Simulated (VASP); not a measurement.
# Be2S (P-4m2) in VASP: further runs, part 3 of 3

VASP 6.6.1. The steps go on from the part before.

## Step 6: Single point, PBE-based screened hybrid

POSCAR

```
Be2S
1.0
    3.1575700000      0.0000000000      0.0000000000
    0.0000000000      3.1575700000      0.0000000000
    0.0000000000      0.0000000000      3.9403700000
Be S
2 1
Direct
    0.0000000000      0.5000000000      0.1685400000
    0.5000000000      0.0000000000      0.8314600000
    0.5000000000      0.5000000000      0.5000000000
```

INCAR.step1

```
PREC     = Accurate       # precision mode
ENCUT    = 520            # plane-wave cutoff, eV
EDIFF    = 1E-5           # SCF threshold, eV
ISMEAR   = -1             # smearing method
SIGMA    = 0.05           # smearing width, eV
LREAL    = F              # projectors in reciprocal space
LASPH    = T              # aspherical terms in the spheres
NELM     = 100            # most SCF steps
ALGO     = Normal         # electronic algorithm
ISIF     = 2              # what is computed and relaxed
LWAVE    = T              # write WAVECAR
LCHARG   = F              # write CHGCAR
NBANDS   = 12             # bands
GGA      = PE             # functional
```

INCAR.step2

```
PREC     = Accurate       # precision mode
ENCUT    = 520            # plane-wave cutoff, eV
EDIFF    = 1E-7           # SCF threshold, eV
ISMEAR   = -1             # smearing method
SIGMA    = 0.05           # smearing width, eV
LREAL    = F              # projectors in reciprocal space
LASPH    = T              # aspherical terms in the spheres
NELM     = 100            # most SCF steps
ALGO     = Normal         # electronic algorithm
ISIF     = 2              # what is computed and relaxed
LWAVE    = F              # write WAVECAR
LCHARG   = F              # write CHGCAR
GGA      = PE             # functional
LHFCALC  = T              # exact exchange
AEXX     = 0.25           # exact-exchange fraction
HFSCREEN = 0.4            # screening, 1/A
PRECFOCK = Normal       
NBANDS   = 12             # bands
ISTART   = 1
```

KPOINTS

```
Automatic mesh
0
Gamma
  4 4 4
```

Potentials or basis: VASP PAW PBE potentials, release 64 (Be, S).

The run is started by

```
> cat potpaw_PBE.64/Be/POTCAR potpaw_PBE.64/S/POTCAR > POTCAR
> cp INCAR.step1 INCAR
> mpirun -np 1 vasp_std > vasp.out
> cp INCAR.step2 INCAR
> mpirun -np 1 vasp_std > vasp.out
```

Wall time 2.5 min (1 thread of Intel Xeon Platinum 8488C (Sapphire Rapids), shared host); peak memory 0.24 GiB.

It converged, with:

```yaml
Free_energy: -12.5492 eV
Pressure: -0.6 GPa
Largest_force: 0.182 eV/Å
Band_gap_on_the_k_mesh: zero (band 5 reaches 6.14 eV, above the bottom of band 6 at 5.03 eV)
```

Forces in eV/Å, atoms in the order of the input:
```
Be   0.000  0.000  0.182
Be   0.000  0.000 -0.182
S    0.000  0.000  0.000
```

Stress tensor (GPa, compression positive):
```
 0.00  0.00  0.00
 0.00  0.00  0.00
 0.00  0.00 -1.84
```

Levels at points of the mesh, in eV from the Fermi level:
```
           k point  band 2  band 3  band 4  band 5  band 6  band 7  band 8  band 9
(0.00, 0.00, 0.00)   -5.44   -3.59   -2.85   -2.85    4.20    5.18    7.95    7.95
(0.50, 0.00, 0.00)   -7.99   -4.64   -1.96   -0.16   -0.02    4.36    6.42    6.53
(0.50, 0.50, 0.00)   -6.37   -6.37   -3.92   -1.82    2.37    3.47    3.47    7.13
(0.00, 0.00, 0.50)   -8.79   -2.30   -2.30    1.09    3.88    3.88    4.84    5.39
(0.50, 0.00, 0.50)   -7.28   -7.19   -2.99   -1.61    4.34    6.70    7.34    7.48
(0.50, 0.50, 0.50)   -6.33   -6.10   -6.10   -0.09    1.19    1.19    1.67    9.16
```

Caveat: the k points lie up to 0.50 Å⁻¹ apart; the PAW data sets were made with another functional, which shifts forces and pressure a little.

## Step 7: Single point, PBE-based screened hybrid

POSCAR is that of step 6.

INCAR.step1

```
PREC     = Accurate       # precision mode
ENCUT    = 520            # plane-wave cutoff, eV
EDIFF    = 1E-5           # SCF threshold, eV
ISMEAR   = -1             # smearing method
SIGMA    = 0.05           # smearing width, eV
LREAL    = False          # projectors in reciprocal space
LASPH    = True           # aspherical terms in the spheres
NELM     = 100            # most SCF steps
ALGO     = Normal         # electronic algorithm
ISIF     = 2              # what is computed and relaxed
LWAVE    = True           # write WAVECAR
NBANDS   = 12             # bands
GGA      = PE             # functional
```

INCAR.step2

```
PREC     = Accurate       # precision mode
ENCUT    = 520            # plane-wave cutoff, eV
EDIFF    = 1E-6           # SCF threshold, eV
ISMEAR   = -1             # smearing method
SIGMA    = 0.05           # smearing width, eV
LREAL    = False          # projectors in reciprocal space
LASPH    = True           # aspherical terms in the spheres
NELM     = 100            # most SCF steps
ALGO     = Normal         # electronic algorithm
ISIF     = 2              # what is computed and relaxed
LWAVE    = False          # write WAVECAR
LCHARG   = True           # write CHGCAR
GGA      = PE             # functional
LHFCALC  = True           # exact exchange
AEXX     = 0.25           # exact-exchange fraction
HFSCREEN = 0.6            # screening, 1/A
PRECFOCK = Normal       
LELF     = True           # ELF
LVHAR    = True         
NBANDS   = 12             # bands
ISTART   = 1
```

KPOINTS

```
regular mesh
0
Gamma
  4 4 4
```

The run is started by

```
> cat potpaw_PBE.64/Be/POTCAR potpaw_PBE.64/S/POTCAR > POTCAR
> cp INCAR.step1 INCAR
> mpirun -np 1 vasp_std > vasp.out
> cp INCAR.step2 INCAR
> mpirun -np 1 vasp_std > vasp.out
```

It took 2 min on 1 thread of Intel Xeon Platinum 8488C (Sapphire Rapids), shared host; peak memory 0.25 GiB.

The run converged. Its results:

```yaml
Free_energy: -12.2444 eV
Pressure: -0.2 GPa
Largest_force: 0.157 eV/Å
Band_gap_on_the_k_mesh: zero (band 5 reaches 6.17 eV, above the bottom of band 6 at 5.00 eV)
```

Forces in eV/Å, atoms in the order of the input:
```
Be   0.000  0.000  0.157
Be   0.000  0.000 -0.157
S    0.000  0.000  0.000
```

Stress tensor (GPa, compression positive):
```
 0.34  0.00  0.00
 0.00  0.34  0.00
 0.00  0.00 -1.41
```

Levels at points of the mesh, in eV from the Fermi level:
```
           k point  band 2  band 3  band 4  band 5  band 6  band 7  band 8  band 9
(0.00, 0.00, 0.00)   -5.25   -3.43   -2.69   -2.69    4.09    5.04    7.74    7.74
(0.50, 0.00, 0.00)   -7.70   -4.47   -1.81   -0.10   -0.07    4.24    6.25    6.37
(0.50, 0.50, 0.00)   -6.13   -6.13   -3.76   -1.75    2.26    3.36    3.36    6.95
(0.00, 0.00, 0.50)   -8.46   -2.15   -2.15    1.11    3.75    3.75    4.70    5.25
(0.50, 0.00, 0.50)   -7.02   -6.95   -2.85   -1.47    4.21    6.53    7.14    7.30
(0.50, 0.50, 0.50)   -6.11   -5.86   -5.86   -0.04    1.12    1.12    1.59    8.95
```

Caveat: the k points lie up to 0.50 Å⁻¹ apart; the PAW data sets were made with another functional, which shifts forces and pressure a little.

## Step 8: Overview

```tsv
screening parameter	gap on the mesh (eV)	pressure (GPa)	largest force (eV/Å)
0.1 1/Å	none	-1.2	0.20
0.15 1/Å	none	-1.1	0.20
0.2 1/Å	none	-1.0	0.20
0.3 1/Å	none	-0.8	0.19
0.4 1/Å	none	-0.6	0.18
0.6 1/Å	none	-0.2	0.16
```

Alike in all rows: task single point; level PBE-based screened hybrid; potentials or basis VASP PAW PBE potentials, release 64 (Be, S); no spin polarisation; cell as given; k mesh 4 × 4 × 4; cutoff (eV) 520; smearing fermi-dirac 0.05 eV.

Caveats: all runs use coarse meshes; the PAW data sets were made with another functional, which shifts forces and pressure a little.

Total energies depend on the potentials used, so only differences within one code and one set of settings carry meaning.
